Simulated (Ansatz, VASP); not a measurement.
## PbF2: VASP beside Ansatz

INCAR

```
ALGO = Normal
EDIFF = 1E-6
ENCUT = 520
GGA = PE
ISIF = 2
ISMEAR = 0
LASPH = True
LCHARG = False
LREAL = False
LWAVE = False
NBANDS = 21
NELM = 60
PREC = Accurate
SIGMA = 0.05
```

The input KPOINTS:

```
k-points
0
Gamma
  8 8 8
```

The input POSCAR:

```
PbF2
1.0
    0.0000000000      2.8769807299      3.1646788029
    2.8769807299      0.0000000000      3.1646788029
    2.8769807299      2.8769807299      0.0000000000
Pb F
1 2
Direct
    0.0000000000      0.0000000000      0.0000000000
    0.2500000000      0.2500000000      0.2500000000
    0.7500000000      0.7500000000      0.7500000000
```

Input for Ansatz:

```yaml
crystal:
  lattice:
    - [0.0, 2.8769807299, 3.1646788029]
    - [2.8769807299, 0.0, 3.1646788029]
    - [2.8769807299, 2.8769807299, 0.0]
  atoms:
    - { symbol: Pb, position: [0.0, 0.0, 0.0] }
    - { symbol: F, position: [0.25, 0.25, 0.25] }
    - { symbol: F, position: [0.75, 0.75, 0.75] }
basis:
  ecutwfc: 420
kpoints:
  mp_grid: { grid: [8, 8, 8] }
hamiltonian:
  xc: pbe
scf:
  occupations: { method: gaussian, width: 0.05 }
output:
  forces: true
  stress: true
  eigenvalues: true
```

Alike in both runs: task single point; functional PBE; k mesh 8 × 8 × 8; occupations gaussian, width 0.05 eV; no spin polarisation.

|  | VASP | Ansatz |
| --- | --- | --- |
| version | VASP 6.6.1 | Ansatz 0.2.0 |
| potentials or method | VASP PAW PBE potentials, release 64 (Pb_d, F), cutoff 520 eV | scalar-relativistic, plane waves, PAW |
| valence electrons in the cell | 28 | 28 |

```csv
,VASP,Ansatz,Ansatz less VASP
gap on the k mesh at the Fermi level (eV),4.09,4.09,+0.004
least direct gap on the mesh (eV),4.48,4.48,+0.002
pressure (GPa),1.7,1.9,+0.21
"traceless stress, the component that is largest in VASP (GPa)",-3.53,-3.53,+0.002
```

The functional is the same, so the differences come from potentials, cutoffs and numerics.

Neither program's run includes spin-orbit coupling.
